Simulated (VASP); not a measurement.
Runs of VASP 6.6.1 on Fe. The structure is that of space group Im-3m (No. 229), or close to it. The cells are those of the table. 

```tsv
cell	gap on the mesh (eV)	pressure (GPa)	moment (μB)
a = 2.412 Å, angles 109.5°, 1 atom	none	-0.2	2.08
a = 2.400 Å, angles 109.5°, 1 atom	none	3.7	2.07
a = 2.485 Å, angles 109.5°, 1 atom	none	-15.6	(b)
a = 2.414 Å, angles 109.5°, 1 atom	none	(a)	2.08
```

Alike in all rows: task single point; level PBEsol; potentials or basis VASP PAW PBE potentials, release 64 (Fe); spin collinear, ferromagnetic start; k mesh 20 × 20 × 20; cutoff (eV) 520; smearing gaussian 0.05 eV.

**Question.** Estimate the missing entries.

**Answer.** (a) -0.6; (b) 2.26.

Caveats: the PAW data sets were made with another functional, which shifts forces and pressure a little.

A gap of «none» marks levels without a gap at the run's occupations.
